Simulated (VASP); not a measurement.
Write the native input for VASP 6.6.1 that does the following.

| Quantity | Value |
| --- | --- |
| Task | single point |
| Functional | PBE |
| Dispersion | D3(BJ) |
| Potentials or basis | VASP PAW PBE potentials, release 64 (Te, Mo_sv) |
| Cutoff | 520 eV |
| k mesh | 12 × 12 × 2 |
| Occupations | gaussian, width 0.05 eV |
| Spin | no spin polarisation |
| Dipole correction | no |
| Further INCAR settings | ALGO = Normal; EDIFF = 1e-06; NBANDS = 35 |

The structure of Te2Mo lies in POSCAR:

```
Te2Mo
1.0
    3.3390630979      0.0000000000      0.0000000000
   -1.6695315489      2.8917134677      0.0000000000
    0.0000000000      0.0000000000     13.7008448353
Te Mo
4 2
Direct
    0.3333333333      0.6666666667      0.6173401526
    0.6666666667      0.3333333333      0.1173401526
    0.3333333333      0.6666666667      0.8826598474
    0.6666666667      0.3333333333      0.3826598474
    0.3333333333      0.6666666667      0.2500000000
    0.6666666667      0.3333333333      0.7500000000
```

This cell differs from its parent crystal: strain -0.0450 x Voigt [1, 1, 0, 0, 0, 0].

These files were run (other wordings do the same):

INCAR

```
PREC = Accurate
ENCUT = 520
EDIFF = 1E-6
ISMEAR = 0
SIGMA = 0.05
LREAL = False
LASPH = True
NELM = 100
ALGO = Normal
ISIF = 2
LWAVE = False
LCHARG = False
GGA = PE
IVDW = 12
NBANDS = 35
```

KPOINTS

```
Automatic mesh
0
Gamma
  12 12 2
```

Potentials or basis: VASP PAW PBE potentials, release 64 (Te, Mo_sv).

The run is started by

```bash
$ cat potpaw_PBE.64/Te/POTCAR potpaw_PBE.64/Mo_sv/POTCAR > POTCAR
$ mpirun -np 1 vasp_std > vasp.out
```

Results of the run:

* Pressure: 10.9 GPa
* Largest force: 0.944 eV/Å
* Band gap on the k mesh: 0.49 eV (least direct gap 0.87 eV)
* Dispersion energy per atom: -0.608 eV

Caveat: the cell differs from its parent crystal (strain -0.0450 x Voigt [1, 1, 0, 0, 0, 0]); the cell stands under pressure; spin-orbit coupling is left out, which moves the levels of the heavy elements.

Wall time 100 s on 1 thread of Intel(R) Xeon(R) 6975P-C (Granite Rapids) (shared host), peak memory 0.36 GiB.
